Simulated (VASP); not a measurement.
# Ru (P2_1/m) in VASP: further runs

The runs below take Ru through single point, with PBE.

All numbers are computed with VASP 6.6.1; they aren't measurements. Logs are shortened: lines on timing, memory, paths and dates and some standing lists are left out, and cuts for length are marked.

## 1. The cell of the first run

It takes space group P2_1/m (No. 11, monoclinic). Conventional cell: a = 2.610 Å, b = 4.197 Å, c = 2.671 Å, α = 90.00°, β = 116.11°, γ = 90.00°. Ru (site symmetry m) has 12 Ru at 2.60 to 2.79 Å within 3.4 Å.

## 2. Single point, PBE

INCAR reads:

```
SYSTEM = Ru
PREC = Accurate ; ENCUT = 520
EDIFF = 1E-7 ; ISMEAR = 0
SIGMA = 0.1 ; LREAL = .FALSE.
LASPH = .TRUE. ; NELM = 80
ALGO = Fast ; ISIF = 2
LWAVE = .FALSE. ; LCHARG = .FALSE.
GGA = PE ; NBANDS = 21
```

KPOINTS reads:

```
Automatic mesh
0
G
  8 5 36
  0 0 0
```

POSCAR reads:

```
Ru
1.0
    4.1973183000      0.0000000000      0.0000000000
    0.0000000000      6.8307118111     -0.0169333188
    0.0000000000     -2.4418494274      0.9225421798
Ru
2
Direct
    0.2500000000      0.3274957164      0.3235855143
    0.7500000000      0.6725042836      0.6764144857
```

Potentials or basis: VASP PAW PBE potentials, release 64 (Ru_pv).

Launch:

```
$ cat potpaw_PBE.64/Ru_pv/POTCAR > POTCAR
$ mpirun -np 1 vasp_std > vasp.out
```

OUTCAR:

```text
SYSTEM = Ru
   PREC = Accurate
   ENCUT = 520
   EDIFF = 1E-7
   ISMEAR = 0
   LREAL = .FALSE.
   LASPH = .TRUE.
   NELM = 80
   ISIF = 2
   GGA = PE

 ion  position               nearest neighbor table
   1  0.250  0.327  0.324-   2 2.60   2 2.60   2 2.62   2 2.62
   2  0.750  0.673  0.676-   1 2.60   1 2.60   1 2.62   1 2.62

  LATTYP: Found a simple monoclinic cell.
 ALAT       =     2.6103089280
 B/A-ratio  =     1.6079776056
 C/A-ratio  =     1.0231612215
 COS(beta)  =    -0.4400422172

  Lattice vectors:

 A1 = (   0.0000000000,  -2.4418494274,   0.9225421798)
 A2 = (   4.1973183000,   0.0000000000,   0.0000000000)
 A3 = (   0.0000000000,   1.9470129563,   1.8281510408)

Analysis of symmetry for initial positions (statically):
=====================================================================
 Subroutine PRICEL returns:
 Original cell was already a primitive cell.

 Routine SETGRP: Setting up the symmetry group for a
 simple monoclinic supercell.

 Subroutine GETGRP returns: Found  4 space group operations
 (whereof  2 operations were pure point group operations)
 out of a pool of  4 trial point group operations.

The static configuration has the point symmetry S_2 .
 The point group associated with its full space group is C_2h.

Analysis of symmetry for dynamics (positions and initial velocities):
=====================================================================
 Subroutine PRICEL returns:
 Original cell was already a primitive cell.

 Routine SETGRP: Setting up the symmetry group for a
 simple monoclinic supercell.

 Subroutine GETGRP returns: Found  4 space group operations
 (whereof  2 operations were pure point group operations)
 out of a pool of  4 trial point group operations.

The dynamic configuration has the point symmetry S_2 .
 The point group associated with its full space group is C_2h.

 Subroutine INISYM returns: Found  4 space group operations
 (whereof  2 operations are pure point group operations),
 and found     1 'primitive' translations

----------------------------------------------------------------------------------------

                                     Primitive cell

  volume of cell :      26.2764

  direct lattice vectors                    reciprocal lattice vectors
     4.197318300  0.000000000  0.000000000     0.238247359  0.000000000  0.000000000
     0.000000000  6.830711811 -0.016933319     0.000000000  0.147364572  0.390054898
     0.000000000 -2.441849427  0.922542180     0.000000000  0.002704886  1.091120760

  length of vectors
     4.197318300  6.830732800  2.610308928     0.238247359  0.416964196  1.091124112

[... 82 lines left out ...]
   EDIFFG = 0.1E-05   stopping-criterion for IOM
   NSW    =      0    number of steps for IOM
   IBRION =     -1    ionic relax: 0-MD 1-quasi-New 2-CG
   NFREE  =      0    steps in history (QN), initial steepest desc. (CG)
   ISIF   =      2    stress and relaxation
   ISYM   =      2    0-nonsym 1-usesym 2-fastsym
   POTIM  = 0.5000    time-step for ionic-motion
   TEBEG  =    0.0;   TEEND  =   0.0 temperature during run
   PSTRESS=    0.0 pullay stress
   NELECT =      28.0000    total number of electrons
   NUPDOWN=      -1.0000    fix difference up-down
   EMIN   =  10.00;   EMAX   =-10.00  energy-range for DOS
   EFERMI =   0.00;   METHOD = LEGACY
   ISMEAR =     0;   SIGMA  =   0.10  broadening in eV -4-tet -1-fermi 0-gaus
   EFERMI_NEDOS =   21; number of points for ismear=-14 and -15
   IALGO  =     68    algorithm
   IMIX   =      4    mixing-type and parameters
     AMIX     =   0.40;   BMIX     =  1.00
     AMIX_MAG =   1.60;   BMIX_MAG =  1.00
  volume/ion in A,a.u.               =      13.14        88.66
  Fermi-wavevector in a.u.,A,eV,Ry     =   1.672139  3.159885 38.042574  2.796050
  Thomas-Fermi vector in A             =   2.757339
   LORBIT       =      0    0 simple, 1 ext, 2 COOP (PROOUT), +10 PAW based schemes
   GGA     = PE    functional components
   LHFCALC =     F    Hartree Fock is set to
   AEXX    =    0.0000 exact exchange contribution
   IVDW    =     0    specifies the selected vdW correction
   LEPSILON=     F    determine dielectric tensor
   LRPA    =     F    only Hartree local field effects (RPA)
 non-spin polarized calculation
 RMM-DIIS sequential band-by-band and
 Gauss-broadening in eV      SIGMA  =   0.10
  energy-cutoff  :      520.00
  volume of cell :       26.28
 maximum number of plane-waves:       728
 NGX is ok and might be reduce to    32
   NGX = 15   NGY = 25   NGZ =  9

 number of electron      27.9999992 magnetization

 Free energy of the ion-electron system (eV)
  ---------------------------------------------------
  ext. energy  EPLUGINS =         0.00000000
  ---------------------------------------------------
  free energy    TOTEN  =       -18.29615649 eV

  energy without entropy =      -18.28878655  energy(sigma->0) =      -18.29247152

 E-fermi :  13.4828     XC(G=0): -14.3212

 val. band max:       13.4826223140   @ k =   0.2500   0.2000   0.1667
 cond. band min:      13.4835124194   @ k =   0.3750  -0.4000   0.0833
 fundamental gap:      0.0008901054
 Fermi energy:        13.4828013452

 k-point     1 :       0.0000    0.0000    0.0000
  band No.  band energies     occupation
      1     -30.3430      2.00000
      2     -29.3606      2.00000
      3     -29.2439      2.00000
      4     -29.1437      2.00000
      5     -29.0562      2.00000
      6     -29.0409      2.00000
[... 565 lines left out ...]
     20      23.8438      0.00000
     21      27.3409      0.00000

 [... further k-points ...]

------------------------ aborting loop because EDIFF is reached ----------------------------------------

  FORCE on cell =-STRESS in cart. coord.  units (eV):
  Direction    XX          YY          ZZ          XY          YZ          ZX
  --------------------------------------------------------------------------------------
  -------------------------------------------------------------------------------------
  Total        3.3385204      5.4561104      0.0010872      0.0000000     -0.0149316      0.0000000
  in kB      203.5633371    332.6815223      0.0662921      0.0000000     -0.9104436      0.0000000
  external PRESSURE =     178.7703838 kB  Pullay stress =       0.0000000 kB

 VOLUME and BASIS-vectors are now :
 -----------------------------------------------------------------------------
  energy-cutoff  :      520.00
  volume of cell :       26.28
      direct lattice vectors                 reciprocal lattice vectors
     4.197318300  0.000000000  0.000000000     0.238247359  0.000000000  0.000000000
     0.000000000  6.830711811 -0.016933319     0.000000000  0.147364572  0.390054898
     0.000000000 -2.441849427  0.922542180     0.000000000  0.002704886  1.091120760

 POSITION                                       TOTAL-FORCE (eV/Angst)
 -----------------------------------------------------------------------------------
      1.04933      1.44688      0.29298         0.000000     -0.006033     -0.002710
      3.14799      2.94198      0.61263         0.000000      0.006033      0.002710
 -----------------------------------------------------------------------------------
    total drift:                               -0.000000      0.000000      0.000000

  FREE ENERGIE OF THE ION-ELECTRON SYSTEM (eV)
  ---------------------------------------------------
  free  energy   TOTEN  =       -18.2961564892 eV

  energy  without entropy=      -18.2887865451  energy(sigma->0) =      -18.29247152
```

OSZICAR:

```text
N       E                     dE             d eps       ncg     rms          rms(c)
DAV:   1     0.288863846665E+03    0.28886E+03   -0.17580E+04 19158   0.149E+03
DAV:   2    -0.136418955965E+02   -0.30251E+03   -0.29317E+03 19600   0.448E+02
DAV:   3    -0.195383090996E+02   -0.58964E+01   -0.58655E+01 22425   0.700E+01
DAV:   4    -0.195821456172E+02   -0.43837E-01   -0.43778E-01 24027   0.579E+00
DAV:   5    -0.195827046081E+02   -0.55899E-03   -0.55462E-03 21799   0.578E-01    0.193E+01
RMM:   6    -0.183934291111E+02    0.11893E+01   -0.25032E+00 19517   0.134E+01    0.573E+00
RMM:   7    -0.183033539098E+02    0.90075E-01   -0.37508E-01 21001   0.470E+00    0.117E+00
RMM:   8    -0.182961971396E+02    0.71568E-02   -0.23584E-02 21707   0.144E+00    0.384E-01
RMM:   9    -0.182961419553E+02    0.55184E-04   -0.23786E-03 21833   0.432E-01    0.741E-02
RMM:  10    -0.182961610151E+02   -0.19060E-04   -0.33491E-04 22335   0.162E-01    0.257E-02
RMM:  11    -0.182961582520E+02    0.27632E-05   -0.62446E-05 23314   0.569E-02    0.527E-03
RMM:  12    -0.182961562237E+02    0.20283E-05   -0.11599E-05 24059   0.245E-02    0.234E-03
RMM:  13    -0.182961564920E+02   -0.26825E-06   -0.16039E-06 24000   0.968E-03    0.832E-04
RMM:  14    -0.182961563917E+02    0.10023E-06   -0.24870E-07 17072   0.449E-03    0.503E-04
RMM:  15    -0.182961564892E+02   -0.97475E-07   -0.65572E-08 14807   0.234E-03
   1 F= -.18296156E+02 E0= -.18292472E+02  d E =-.736994E-02
```

stdout:

```text
POSCAR found type information on POSCAR Ru
 POSCAR found :  1 types and       2 ions
 scaLAPACK will be used
 LDA part: xc-table for (Slater+PW92), standard interpolation
 POSCAR, INCAR and KPOINTS ok, starting setup
 FFT: planning ... GRIDC
 FFT: planning ... GRID_SOFT
 FFT: planning ... GRID
 WAVECAR not read
 entering main loop
WARNING in EDDRMM: call to ZHEGV failed, returncode =   6  3     19
WARNING in EDDRMM: call to ZHEGV failed, returncode =   8  4     20
WARNING in EDDRMM: call to ZHEGV failed, returncode =   8  4     19
WARNING in EDDRMM: call to ZHEGV failed, returncode =   8  4     19
WARNING in EDDRMM: call to ZHEGV failed, returncode =   8  4     20
WARNING in EDDRMM: call to ZHEGV failed, returncode =   8  4     20
```

Wall time 5.9 min (1 thread of Intel Xeon 6975P-C, shared host); peak memory 0.34 GiB.

Results:

| Property | Result |
| --- | --- |
| Free energy | -18.2962 eV |
| Pressure | 17.9 GPa |
| Largest force | 0.007 eV/Å |
| Band gap on the k mesh | zero (band 14 reaches 15.12 eV, above the bottom of band 15 at 11.94 eV) |

Forces on the atoms (eV/Å):
```
Ru   0.000 -0.006 -0.003
Ru   0.000  0.006  0.003
```

Stress tensor (GPa, compression positive):
```
20.36  0.00  0.00
 0.00 33.27 -0.09
 0.00 -0.09  0.01
```

Levels at points of the mesh, in eV from the Fermi level:
| k point | band 12 | band 13 | band 14 | band 15 | band 16 | band 17 |
| --- | --- | --- | --- | --- | --- | --- |
| (0.00, 0.00, 0.00) | -1.95 | -1.87 | -1.34 | -1.32 | 1.17 | 1.28 |
| (0.50, 0.00, 0.00) | -2.79 | -2.33 | -2.33 | 0.30 | 0.30 | 0.83 |
| (0.00, 0.00, 0.50) | -1.99 | -1.65 | 1.19 | 1.65 | 2.04 | 4.25 |
| (0.50, 0.00, 0.50) | -1.09 | 0.38 | 0.38 | 1.55 | 1.55 | 3.44 |

Caveat: the k points lie up to 0.52 Å⁻¹ apart.

## 3. Single point, PBE

This run uses another cell than the first one, of 13.36 Å³/atom, 1.017 times its volume.

INCAR reads:

```
ALGO = Fast
EDIFF = 1E-6
ENCUT = 520
GGA = PE
ISIF = 2
ISMEAR = 0
LASPH = T
LCHARG = F
LREAL = F
LWAVE = F
NBANDS = 21
NELM = 100
PREC = Accurate
SIGMA = 0.1
```

KPOINTS reads:

```
k-points
0
Gamma
  8 5 36
```

POSCAR reads:

```
Ru
1.0
    4.1973183000      0.0000000000      0.0000000000
    0.0000000000      6.8307327999      0.0000000000
    0.0000000000     -2.4395474285      0.9316273182
Ru
2
Direct
    0.2500000000      0.3333333333      0.3333333333
    0.7500000000      0.6666666667      0.6666666667
```

Potentials or basis: VASP PAW PBE potentials, release 64 (Ru_pv).

Launch:

```
$ cat potpaw_PBE.64/Ru_pv/POTCAR > POTCAR
$ mpirun -np 1 vasp_std > vasp.out
```

It took 5.2 min on 1 thread of Intel Xeon 6975P-C, shared host; peak memory 0.34 GiB.

It converged, with:

| Property | Result |
| --- | --- |
| Free energy | -18.2773 eV |
| Pressure | 12.8 GPa |
| Largest force | 0.348 eV/Å |
| Band gap on the k mesh | zero (band 14 reaches 14.70 eV, above the bottom of band 15 at 11.76 eV) |

Forces on the atoms (eV/Å):
```
Ru   0.000 -0.306 -0.165
Ru   0.000  0.306  0.165
```

Stress tensor (GPa, compression positive):
```
16.87  0.00  0.00
 0.00 30.05 -1.61
 0.00 -1.61 -8.56
```

Levels at points of the mesh, in eV from the Fermi level:
```tsv
k point	band 12	band 13	band 14	band 15	band 16	band 17
(0.00, 0.00, 0.00)	-1.81	-1.80	-1.43	-1.16	0.95	1.39
(0.50, 0.00, 0.00)	-2.72	-2.17	-2.17	0.32	0.32	0.83
(0.00, 0.00, 0.50)	-1.92	-1.55	1.04	1.51	2.01	4.15
(0.50, 0.00, 0.50)	-1.11	0.32	0.32	1.43	1.43	3.43
```

Caveat: the k points lie up to 0.52 Å⁻¹ apart.

## 4. Single point, PBE

INCAR reads:

```
PREC = Accurate
ENCUT = 500
EDIFF = 1E-6
ISMEAR = 0
SIGMA = 0.1
LREAL = False
LASPH = True
NELM = 120
ALGO = Normal
ISIF = 2
LWAVE = False
LCHARG = True
GGA = PE
LELF = True
LVHAR = True
NBANDS = 21
GGA_COMPAT = False
```

KPOINTS reads:

```
regular mesh
0
Gamma
  8 5 36
```

POSCAR reads:

```
Ru
1.0
    4.1973183000      0.0000000000      0.0000000000
    0.0000000000      6.8307118111     -0.0169333188
    0.0000000000     -2.4418494274      0.9225421798
Ru
2
Direct
    0.2500000000      0.3274957164      0.3235855143
    0.7500000000      0.6725042836      0.6764144857
```

Launch:

```
$ cat potpaw_PBE.64/Ru_pv/POTCAR > POTCAR
$ mpirun -np 1 vasp_std > vasp.out
```

Run time: 7.2 min. Hardware: 1 thread of Intel Xeon 8259CL, shared host; peak memory 0.32 GiB.

It converged, with:

```yaml
Free_energy: -18.2962 eV
Pressure: 17.9 GPa
Largest_force: 0.007 eV/Å
Band_gap_on_the_k_mesh: zero (band 14 reaches 15.12 eV, above the bottom of band 15 at 11.94 eV)
```

Forces in eV/Å, atoms in the order of the input:
```
Ru   0.000 -0.006 -0.003
Ru   0.000  0.006  0.003
```

Stress tensor (GPa, compression positive):
```
20.38  0.00  0.00
 0.00 33.30 -0.09
 0.00 -0.09  0.04
```

Levels at points of the mesh, in eV from the Fermi level:
```csv
k point,band 11,band 12,band 13,band 14,band 15,band 16,band 17,band 18
"(0.00, 0.00, 0.00)",-2.41,-1.95,-1.87,-1.34,-1.32,1.17,1.28,1.47
"(0.50, 0.00, 0.00)",-2.79,-2.79,-2.33,-2.33,0.31,0.31,0.83,0.83
"(0.00, 0.00, 0.50)",-2.09,-1.99,-1.65,1.19,1.65,2.04,4.25,6.26
"(0.50, 0.00, 0.50)",-1.09,-1.09,0.38,0.38,1.55,1.55,3.44,3.44
```

Caveat: the k points lie up to 0.52 Å⁻¹ apart.

## 5. Summary

| cell | cutoff (eV) | gap on the mesh (eV) | pressure (GPa) | largest force (eV/Å) |
| --- | --- | --- | --- | --- |
| a = 4.197, b = 6.831, c = 2.610 Å, angles 159.4, 90.0, 90.0°, 2 atoms | 520 | none | 17.9 | 0.01 |
| a = 4.197, b = 6.831, c = 2.611 Å, angles 159.1, 90.0, 90.0°, 2 atoms | 520 | none | 12.8 | 0.35 |
| a = 4.197, b = 6.831, c = 2.610 Å, angles 159.4, 90.0, 90.0°, 2 atoms | 500 | none | 17.9 | 0.01 |

Alike in all rows: task single point; level PBE; potentials or basis VASP PAW PBE potentials, release 64 (Ru_pv); no spin polarisation; k mesh 8 × 5 × 36; smearing gaussian 0.1 eV.

Caveats: all runs use coarse meshes.

Absolute energies hang on the potentials; compare differences alone.
